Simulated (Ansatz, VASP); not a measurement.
## ZrF in VASP and in Ansatz

```
Zr F
1.0
     3.78214    0.00000    0.00000
     0.00000    3.78214    0.00000
     0.00000    0.00000    4.61673
Zr F
2 2
Direct
  0.00000 0.50000 0.00000
  0.50000 0.00000 0.50000
  0.50000 0.50000 0.25000
  0.50000 0.50000 0.75000
```

Alike in both runs: functional PBE; k mesh 12 × 12 × 10; occupations gaussian, width 0.1 eV; no spin polarisation.

Ansatz relaxed the structure, and its values are those at the end. VASP's run is a single point on that final structure, the one shown.

|  | VASP | Ansatz |
| --- | --- | --- |
| version | VASP 6.6.1 | Ansatz 0.2.0 |
| potentials or method | VASP PAW PBE potentials, release 64 (Zr_sv, F), cutoff 520 eV | scalar-relativistic, plane waves, PAW |
| valence electrons in the cell | 38 | 38 |

Ansatz gave:

```
gap on the k mesh at the Fermi level (eV) : none
pressure (GPa)                            : 0.0
```

Task: What did VASP give for the same quantities?

Result: gap on the k mesh at the Fermi level (eV): none; pressure (GPa): 0.1.

A gap of «none» marks a metal or a gap that the smearing closes.
